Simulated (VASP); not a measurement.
# NaAu (P6/mmm) in VASP: notebook

Runs on NaAu. Level: PBE. Tasks: single point, relaxation of cell and atoms.

Program: VASP 6.6.1. These are calculated values, not measurements. Logs are shortened: lines on timing, memory, paths and dates and some standing lists are left out, and cuts for length are marked.

### 1 The cell of the first run

It takes space group P6/mmm (No. 191, hexagonal). The conventional cell has a = 5.433 Å, b = 5.433 Å, c = 4.383 Å, α = 90.00°, β = 90.00°, γ = 120.00°. Within 3.6 Å of Na (site symmetry mmm) lie 6 Au at 2.69 to 2.72 Å and 4 Na at 2.72 Å. Within 3.6 Å of Au (site symmetry 6/mmm) lie 6 Na at 2.72 Å. Au (site symmetry -6m2) has 6 Na at 2.69 Å and 3 Au at 3.14 Å within 3.6 Å.

### 2 Single point, PBE

INCAR

```
PREC = Accurate
ENCUT = 520
EDIFF = 1E-7
ISMEAR = 0
SIGMA = 0.1
LREAL = F
LASPH = T
NELM = 80
ALGO = Normal
ISIF = 2
LWAVE = F
LCHARG = T
GGA = PE
LELF = T
LVHAR = T
NBANDS = 36
```

KPOINTS

```
Automatic mesh
0
Gamma
  6 6 4
```

POSCAR

```
NaAu
1.0
    5.4326183077      0.0000000000      0.0000000000
   -2.7163091538      4.7047854635      0.0000000000
    0.0000000000      0.0000000000      4.3831352255
Na Au
3 3
Direct
    0.5000000000      0.0000000000      0.0000000000
    0.5000000000      0.5000000000      0.0000000000
    0.0000000000      0.5000000000      0.0000000000
    0.0000000000      0.0000000000      0.0000000000
    0.3333333333      0.6666666667      0.5000000000
    0.6666666667      0.3333333333      0.5000000000
```

Potentials or basis: VASP PAW PBE potentials, release 64 (Na_pv, Au).

The run is started by

```bash
$ cat potpaw_PBE.64/Na_pv/POTCAR potpaw_PBE.64/Au/POTCAR > POTCAR
$ mpirun -np 1 vasp_std > vasp.out
```

OUTCAR:

```text
PREC = Accurate
   ENCUT = 520
   EDIFF = 1E-7
   ISMEAR = 0
   LREAL = F
   LASPH = T
   NELM = 80
   ISIF = 2
   GGA = PE

 ion  position               nearest neighbor table
   1  0.500  0.000  0.000-   5 2.69   6 2.69   5 2.69   6 2.69   2 2.72   2 2.72   3 2.72   3 2.72
                             4 2.72   4 2.72
   2  0.500  0.500  0.000-   5 2.69   6 2.69   5 2.69   6 2.69   1 2.72   1 2.72   4 2.72   4 2.72
                             3 2.72   3 2.72
   3  0.000  0.500  0.000-   5 2.69   6 2.69   5 2.69   6 2.69   4 2.72   4 2.72   1 2.72   1 2.72
                             2 2.72   2 2.72
   4  0.000  0.000  0.000-   3 2.72   3 2.72   2 2.72   2 2.72   1 2.72   1 2.72
   5  0.333  0.667  0.500-   1 2.69   1 2.69   3 2.69   3 2.69   2 2.69   2 2.69   6 3.14   6 3.14
                             6 3.14
   6  0.667  0.333  0.500-   1 2.69   1 2.69   3 2.69   3 2.69   2 2.69   2 2.69   5 3.14   5 3.14
                             5 3.14

  LATTYP: Found a hexagonal cell.
 ALAT       =     5.4326183077
 C/A-ratio  =     0.8068181818

  Lattice vectors:

 A1 = (   5.4326183077,   0.0000000000,   0.0000000000)
 A2 = (  -2.7163091538,   4.7047854635,   0.0000000000)
 A3 = (   0.0000000000,   0.0000000000,   4.3831352255)

Analysis of symmetry for initial positions (statically):
=====================================================================
 Subroutine PRICEL returns:
 Original cell was already a primitive cell.

 Routine SETGRP: Setting up the symmetry group for a
 hexagonal supercell.

 Subroutine GETGRP returns: Found 24 space group operations
 (whereof 24 operations were pure point group operations)
 out of a pool of 24 trial point group operations.

The static configuration has the point symmetry D_6h.

Analysis of symmetry for dynamics (positions and initial velocities):
=====================================================================
 Subroutine PRICEL returns:
 Original cell was already a primitive cell.

 Routine SETGRP: Setting up the symmetry group for a
 hexagonal supercell.

 Subroutine GETGRP returns: Found 24 space group operations
 (whereof 24 operations were pure point group operations)
 out of a pool of 24 trial point group operations.

The dynamic configuration has the point symmetry D_6h.

 Subroutine INISYM returns: Found 24 space group operations
 (whereof 24 operations are pure point group operations),
 and found     1 'primitive' translations

----------------------------------------------------------------------------------------

                                     Primitive cell

  volume of cell :     112.0299

  direct lattice vectors                    reciprocal lattice vectors
     5.432618308  0.000000000  0.000000000     0.184073304  0.106274771  0.000000000
    -2.716309154  4.704785464  0.000000000     0.000000000  0.212549543  0.000000000
     0.000000000  0.000000000  4.383135226     0.000000000  0.000000000  0.228147193

  length of vectors
     5.432618308  5.432618308  4.383135226     0.212549543  0.212549543  0.228147193

  position of ions in fractional coordinates (direct lattice)
     0.500000000  0.000000000  0.000000000
     0.500000000  0.500000000  0.000000000
     1.000000000  0.500000000  0.000000000
     0.000000000  0.000000000  0.000000000
     0.333333333  0.666666667  0.500000000
     0.666666667  0.333333333  0.500000000

  ion indices of the primitive-cell ions
   primitive index   ion index
                 1           1
                 2           2
                 3           3
                 4           4
                 5           5
                 6           6

----------------------------------------------------------------------------------------

 KPOINTS: Automatic mesh

Automatic generation of k-mesh.
 Grid dimensions read from file:
 generate k-points for:    6    6    4

 Generating k-lattice:

  Cartesian coordinates                     Fractional coordinates (reciprocal lattice)
     0.030678884  0.017712462  0.000000000     0.166666667 -0.000000000  0.000000000
     0.000000000  0.035424924  0.000000000     0.000000000  0.166666667  0.000000000
     0.000000000  0.000000000  0.057036798     0.000000000  0.000000000  0.250000000

  Length of vectors
     0.035424924  0.035424924  0.057036798

  Shift w.r.t. Gamma in fractional coordinates (k-lattice)
     0.000000000  0.000000000  0.000000000

 Subroutine IBZKPT returns following result:
 ===========================================

 Found     21 irreducible k-points:

 Following reciprocal coordinates:
            Coordinates               Weight
  0.000000  0.000000  0.000000      1.000000
  0.166667  0.000000  0.000000      6.000000
  0.333333  0.000000  0.000000      6.000000
  0.500000 -0.000000  0.000000      3.000000
  0.166667  0.166667  0.000000      6.000000
  0.333333  0.166667  0.000000     12.000000
[... 13 lines left out ...]
  0.333333  0.166667  0.500000     12.000000
  0.333333  0.333333  0.500000      2.000000
   k-points           NKPTS =     21   k-points in BZ     NKDIM =     21   number of bands    NBANDS=     36
   number of dos      NEDOS =    301   number of ions     NIONS =      6
   total plane-waves  NPLWV =  57600
   dimension x,y,z NGX =    40 NGY =   40 NGZ =   36
   dimension x,y,z NGXF=    80 NGYF=   80 NGZF=   72
   ions per type =               3   3
   NGX,Y,Z   is equivalent  to a cutoff of  12.24, 12.24, 13.65 a.u.
   NGXF,Y,Z  is equivalent  to a cutoff of  24.48, 24.48, 27.31 a.u.
 SYSTEM =  unknown system
   PREC   = accura    normal or accurate (medium, high low for compatibility)
   ISTART =      0    job   : 0-new  1-cont  2-samecut
   ICHARG =      2    charge: 1-file 2-atom 10-const
   ISPIN  =      1    spin polarized calculation?
   LNONCOLLINEAR =      F non collinear calculations
   LSORBIT =      F    spin-orbit coupling
   LASPH  =      T    aspherical Exc in radial PAW
   ENCUT  =  520.0 eV  38.22 Ry    6.18 a.u.  10.10 10.10  8.15*2*pi/ulx,y,z
   NELM   =     80;   NELMIN=  2; NELMDL= -5     # of ELM steps
   EDIFF  = 0.1E-06   stopping-criterion for ELM
   LREAL  =      F    real-space projection
   EDIFFG = 0.1E-05   stopping-criterion for IOM
   NSW    =      0    number of steps for IOM
   IBRION =     -1    ionic relax: 0-MD 1-quasi-New 2-CG
   NFREE  =      0    steps in history (QN), initial steepest desc. (CG)
   ISIF   =      2    stress and relaxation
   ISYM   =      2    0-nonsym 1-usesym 2-fastsym
   POTIM  = 0.5000    time-step for ionic-motion
   TEBEG  =    0.0;   TEEND  =   0.0 temperature during run
   PSTRESS=    0.0 pullay stress
   NELECT =      54.0000    total number of electrons
   NUPDOWN=      -1.0000    fix difference up-down
   EMIN   =  10.00;   EMAX   =-10.00  energy-range for DOS
   EFERMI =   0.00;   METHOD = LEGACY
   ISMEAR =     0;   SIGMA  =   0.10  broadening in eV -4-tet -1-fermi 0-gaus
   EFERMI_NEDOS =   21; number of points for ismear=-14 and -15
   IALGO  =     38    algorithm
   IMIX   =      4    mixing-type and parameters
     AMIX     =   0.40;   BMIX     =  1.00
     AMIX_MAG =   1.60;   BMIX_MAG =  1.00
  volume/ion in A,a.u.               =      18.67       126.00
  Fermi-wavevector in a.u.,A,eV,Ry     =   1.283595  2.425643 22.417189  1.647617
  Thomas-Fermi vector in A             =   2.415839
   LORBIT       =      0    0 simple, 1 ext, 2 COOP (PROOUT), +10 PAW based schemes
   GGA     = PE    functional components
   LHFCALC =     F    Hartree Fock is set to
   AEXX    =    0.0000 exact exchange contribution
   IVDW    =     0    specifies the selected vdW correction
   LEPSILON=     F    determine dielectric tensor
   LRPA    =     F    only Hartree local field effects (RPA)
 non-spin polarized calculation
 Gauss-broadening in eV      SIGMA  =   0.10
  energy-cutoff  :      520.00
  volume of cell :      112.03
 maximum number of plane-waves:      3030
   NGX = 21   NGY = 21   NGZ = 17

 number of electron      53.9999974 magnetization

 Free energy of the ion-electron system (eV)
  ---------------------------------------------------
  ext. energy  EPLUGINS =         0.00000000
  ---------------------------------------------------
  free energy    TOTEN  =       -11.42135710 eV

  energy without entropy =      -11.41235434  energy(sigma->0) =      -11.41685572

 E-fermi :   4.9527     XC(G=0): -10.2526

 val. band max:        4.9248132152   @ k =   0.3333   0.3333   0.5000
 cond. band min:       4.9556620434   @ k =   0.3333   0.3333   0.5000
 fundamental gap:      0.0308488282
 Fermi energy:         4.9527187410

 k-point     1 :       0.0000    0.0000    0.0000
  band No.  band energies     occupation
      1     -19.6737      2.00000
      2     -19.3954      2.00000
      3     -19.3954      2.00000
      4     -19.2657      2.00000
      5     -19.1983      2.00000
      6     -19.1983      2.00000
[... 28 lines left out ...]
     35      14.1207      0.00000
     36      15.4349      0.00000

 k-point     2 :       0.1667    0.0000    0.0000
  band No.  band energies     occupation
      1     -19.6488      2.00000
      2     -19.3962      2.00000
      3     -19.3786      2.00000
      4     -19.2618      2.00000
      5     -19.2023      2.00000
      6     -19.1984      2.00000
[... 28 lines left out ...]
     35      13.1457      0.00000
     36      14.0616      0.00000

 k-point     3 :       0.3333    0.0000    0.0000
  band No.  band energies     occupation
      1     -19.5883      2.00000
      2     -19.3935      2.00000
      3     -19.3327      2.00000
      4     -19.2517      2.00000
      5     -19.2486      2.00000
      6     -19.2127      2.00000
[... 28 lines left out ...]
     35      12.3382      0.00000
     36      13.4080      0.00000

 k-point     4 :       0.5000   -0.0000    0.0000
  band No.  band energies     occupation
      1     -19.5491      2.00000
      2     -19.3815      2.00000
      3     -19.3047      2.00000
      4     -19.2818      2.00000
      5     -19.2510      2.00000
      6     -19.2435      2.00000
[... 28 lines left out ...]
     35      12.1311      0.00000
     36      12.9692      0.00000

 k-point     5 :       0.1667    0.1667    0.0000
  band No.  band energies     occupation
      1     -19.6043      2.00000
      2     -19.3996      2.00000
      3     -19.3444      2.00000
      4     -19.2547      2.00000
      5     -19.2322      2.00000
      6     -19.2097      2.00000
[... 538 lines left out ...]
 k-point    19 :       0.1667    0.1667    0.5000
  band No.  band energies     occupation
      1     -19.5932      2.00000
      2     -19.4002      2.00000
      3     -19.3459      2.00000
      4     -19.2722      2.00000
      5     -19.2311      2.00000
      6     -19.2106      2.00000
[... 28 lines left out ...]
     35      13.4230      0.00000
     36      13.8108      0.00000

 k-point    20 :       0.3333    0.1667    0.5000
  band No.  band energies     occupation
      1     -19.5327      2.00000
      2     -19.4057      2.00000
      3     -19.3005      2.00000
      4     -19.2860      2.00000
      5     -19.2569      2.00000
      6     -19.2260      2.00000
[... 28 lines left out ...]
     35      13.6466      0.00000
     36      15.2590      0.00000

 k-point    21 :       0.3333    0.3333    0.5000
  band No.  band energies     occupation
      1     -19.4642      2.00000
      2     -19.4642      2.00000
      3     -19.3244      2.00000
      4     -19.2415      2.00000
      5     -19.2415      2.00000
      6     -19.2324      2.00000
[... 28 lines left out ...]
     35      12.1053      0.00000
     36      15.6960      0.00000

------------------------ aborting loop because EDIFF is reached ----------------------------------------

  FORCE on cell =-STRESS in cart. coord.  units (eV):
  Direction    XX          YY          ZZ          XY          YZ          ZX
  --------------------------------------------------------------------------------------
  -------------------------------------------------------------------------------------
  Total       11.1295983     11.1295983     12.1181896      0.0000000      0.0000000      0.0000000
  in kB      159.1681563    159.1681563    173.3063351      0.0000000      0.0000000      0.0000000
  external PRESSURE =     163.8808825 kB  Pullay stress =       0.0000000 kB

 VOLUME and BASIS-vectors are now :
 -----------------------------------------------------------------------------
  energy-cutoff  :      520.00
  volume of cell :      112.03
      direct lattice vectors                 reciprocal lattice vectors
     5.432618308  0.000000000  0.000000000     0.184073304  0.106274771  0.000000000
    -2.716309154  4.704785464  0.000000000     0.000000000  0.212549543  0.000000000
     0.000000000  0.000000000  4.383135226     0.000000000  0.000000000  0.228147193

 POSITION                                       TOTAL-FORCE (eV/Angst)
 -----------------------------------------------------------------------------------
      2.71631      0.00000      0.00000         0.000000      0.000000      0.000000
      1.35815      2.35239      0.00000         0.000000      0.000000      0.000000
     -1.35815      2.35239      0.00000         0.000000      0.000000      0.000000
      0.00000      0.00000      0.00000         0.000000      0.000000      0.000000
     -0.00000      3.13652      2.19157         0.000000      0.000000     -0.000000
      2.71631      1.56826      2.19157        -0.000000      0.000000      0.000000
 -----------------------------------------------------------------------------------
    total drift:                               -0.000000      0.000000     -0.000000

  FREE ENERGIE OF THE ION-ELECTRON SYSTEM (eV)
  ---------------------------------------------------
  free  energy   TOTEN  =       -11.4213571003 eV

  energy  without entropy=      -11.4123543426  energy(sigma->0) =      -11.41685572
```

It took 2.5 min on 1 thread of Oxide Virtual Turin-like, shared host; peak memory 0.22 GiB.

What came out:

| Property | Result |
| --- | --- |
| Free energy | -11.4214 eV |
| Pressure | 16.4 GPa |
| Band gap on the k mesh | zero (bands 27 and 28 overlap by 2.20 eV) |

Caveat: the cell stands under pressure; spin-orbit coupling is left out, which moves the levels of the heavy elements.

### 3 Single point, PBE

This run uses another cell than the first one, of 29.71 Å³/atom.

INCAR

```
SYSTEM = NaAu
PREC = Accurate ; ENCUT = 520
EDIFF = 1E-6 ; ISMEAR = 0
SIGMA = 0.1 ; LREAL = .FALSE.
LASPH = .TRUE. ; NELM = 80
ALGO = Normal ; ISIF = 2
LWAVE = .FALSE. ; LCHARG = .FALSE.
GGA = PE ; NBANDS = 36
```

KPOINTS

```
regular mesh
0
G
  6 6 4
  0 0 0
```

POSCAR, as its differences from that of step 2:

```diff
@@ -2,5 +2,5 @@
 1.0
-    5.4326183077      0.0000000000      0.0000000000
-   -2.7163091538      4.7047854635      0.0000000000
-    0.0000000000      0.0000000000      4.3831352255
+    6.8942370912      0.0000000000      0.0000000000
+   -3.4471185455      5.9705844607      0.0000000000
+    0.0000000000      0.0000000000      4.3302736260
 Na Au
```

Potentials or basis: VASP PAW PBE potentials, release 64 (Na_pv, Au).

The run is started by

```bash
$ cat potpaw_PBE.64/Na_pv/POTCAR potpaw_PBE.64/Au/POTCAR > POTCAR
$ mpirun -np 1 vasp_std > vasp.out
```

Wall time 3 min (1 thread of Oxide Virtual Turin-like, shared host); peak memory 0.3 GiB.

Results (log left out):

```
Free energy            : -13.5537 eV
Pressure               : 0.0 GPa
Band gap on the k mesh : 0.44 eV (least direct gap 0.51 eV)
```

Stress tensor (GPa, compression positive):
```
 0.06  0.00  0.00
 0.00  0.06  0.00
 0.00  0.00 -0.02
```

Levels at points of the mesh, in eV from the valence-band top:
```
           k point  band 25  band 26  band 27  band 28  band 29  band 30
(0.00, 0.00, 0.00)    -1.19    -0.71    -0.28     2.35     2.35     2.62
(0.50, 0.00, 0.00)    -1.20    -1.19    -0.63     1.05     4.04     4.06
(0.00, 0.00, 0.50)    -1.29    -0.56    -0.05     1.79     2.23     3.53
(0.50, 0.00, 0.50)    -1.03    -1.02    -0.07     0.44     1.73     2.82
```

Caveat: spin-orbit coupling is left out, which moves the levels of the heavy elements. A k mesh can miss the band edges.

(Continued in part 2 of 2.)
